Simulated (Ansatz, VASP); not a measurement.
Two plane-wave programs on Cu

The input INCAR:

```
PREC = Accurate
ENCUT = 520
EDIFF = 1E-6
ISMEAR = 0
SIGMA = 0.1
LREAL = False
LASPH = True
NELM = 60
ALGO = Fast
ISIF = 2
LWAVE = False
LCHARG = False
GGA = PS
NBANDS = 18
```

Contents of KPOINTS:

```
regular mesh
0
Gamma
  24 24 12
```

POSCAR

```
Cu
1.0
    2.5205910253      0.0000000000      0.0000000000
   -1.2602955127      2.1828958605      0.0000000000
    0.0000000000      0.0000000000      4.3635146629
Cu
2
Direct
    0.3333333333      0.6666666667      0.2500000000
    0.6666666667      0.3333333333      0.7500000000
```

Input for Ansatz:

```yaml
crystal:
  lattice:
    - [2.5205910253, 0.0, 0.0]
    - [-1.2602955127, 2.1828958605, 0.0]
    - [0.0, 0.0, 4.3635146629]
  atoms:
    - { symbol: Cu, position: [0.3333333333, 0.6666666667, 0.25] }
    - { symbol: Cu, position: [0.6666666667, 0.3333333333, 0.75] }
basis:
  ecutwfc: 420
kpoints:
  mp_grid: { grid: [24, 24, 12] }
hamiltonian:
  xc: pbesol
scf:
  occupations: { method: gaussian, width: 0.1 }
output:
  forces: true
  stress: true
  eigenvalues: true
```

Change from the starting cell: strain along c alone, the other axes held, atoms relaxed: +6.0 %.

Alike in both runs: task single point; functional PBEsol; k mesh 24 × 24 × 12; occupations gaussian, width 0.1 eV; no spin polarisation.

```csv
,VASP,Ansatz
version,VASP 6.6.1,Ansatz 0.2.0
potentials or method,"VASP PAW PBE potentials, release 64 (Cu), cutoff 520 eV","scalar-relativistic, plane waves, PAW"
valence electrons in the cell,22,38
```

|  | VASP | Ansatz | Ansatz less VASP |
| --- | --- | --- | --- |
| gap on the k mesh at the Fermi level (eV) | none | none | - |
| pressure (GPa) | -7.5 | -7.9 | -0.40 |
| traceless stress, the component that is largest in VASP (GPa) | -5.87 | -5.85 | +0.023 |

VASP's potentials were made for PBE, not for PBEsol. A gap of «none» marks a metal or a gap that the smearing closes. VASP's potentials hold 22 valence electrons a cell and Ansatz's 38, so a difference there can come from the potentials and not from the codes.
